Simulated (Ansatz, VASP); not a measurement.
## One calculation of Be3Se2O, two programs

```
Be Se O
1.0
     3.98738   -3.21922    0.00000
     3.98738    3.21922    0.00000
     0.00000    0.00000    3.62636
Be Se O
3 2 1
Direct
  0.80127 0.80127 0.00000
  0.19873 0.19873 0.00000
  0.00000 0.00000 0.50000
  0.00000 0.50000 0.39812
  0.50000 0.00000 0.60188
  0.00000 0.00000 0.00000
```

Alike in both runs: functional PBE; k mesh 3 × 3 × 3; occupations gaussian, width 0.15 eV; no spin polarisation.

Ansatz relaxed the structure, and its values are those at the end. VASP's run is a single point on that final structure, the one shown.

|  | VASP | Ansatz |
| --- | --- | --- |
| version | VASP 6.6.1 | Ansatz 0.2.0 |
| potentials or method | VASP PAW PBE potentials, release 64 (Be, Se, O), cutoff 600 eV | scalar-relativistic, plane waves, PAW |
| valence electrons in the cell | 24 | 44 |

VASP gave:

| Quantity | Value |
| --- | --- |
| gap on the k mesh at the Fermi level (eV) | 2.11 |
| least direct gap on the mesh (eV) | 2.70 |
| pressure (GPa) | 0.3 |
| rms of the force components (eV/Å) | 0.019 |

**Question.** Which values does Ansatz return?

**Answer.** gap on the k mesh at the Fermi level (eV): 2.11; least direct gap on the mesh (eV): 2.70; pressure (GPa): 0.2; rms of the force components (eV/Å): 0.010.

VASP's potentials hold 24 valence electrons a cell and Ansatz's 44, so a difference there can come from the potentials and not from the codes.

The k mesh is coarse, so the values compare programs but aren't converged.
